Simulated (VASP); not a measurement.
**Ru: single point with r2SCAN+D4**

The system is Ru.

```
CELL_PARAMETERS angstrom
2.69716 0.00000 0.00000
-1.34858 2.33581 0.00000
0.00000 0.00000 4.26129
ATOMIC_POSITIONS crystal
Ru 0.66667 0.33333 0.75000
Ru 0.33333 0.66667 0.25000
```

```yaml
Program: VASP 6.6.1
Task: single point
Functional: r2SCAN
Dispersion: D4
Potentials_or_basis: VASP PAW PBE potentials, release 64 (Ru_pv)
Cutoff: 520 eV
k_mesh: 11 × 11 × 6
Occupations: fermi-dirac, width 0.05 eV
Spin: no spin polarisation
```

```yaml
Pressure: 1.6 GPa
Band_gap_on_the_k_mesh: zero (bands 14 and 15 overlap by 3.27 eV)
Dispersion_energy_per_atom: -0.177 eV
```

Stress tensor (GPa, compression positive):
```
1.53 0.00 0.00
0.00 1.53 0.00
0.00 0.00 1.69
```

Levels at points of the mesh, in eV from the Fermi level:
| k point | band 12 | band 13 | band 14 | band 15 | band 16 | band 17 |
| --- | --- | --- | --- | --- | --- | --- |
| (0.00, 0.00, 0.00) | -1.96 | -1.96 | -1.43 | -1.43 | 1.32 | 1.32 |
| (0.00, 0.00, 0.50) | -2.86 | -2.78 | -2.78 | 0.64 | 0.64 | 0.64 |

It took 69 s on 1 thread of Intel(R) Xeon(R) 6975P-C (Granite Rapids) (shared host), peak memory 0.16 GiB.

Caveat: an empty level that is flat over the whole mesh can mark a ghost state of the potentials, or a narrow d or f band; the PAW data sets were made with another functional, which shifts forces and pressure a little.
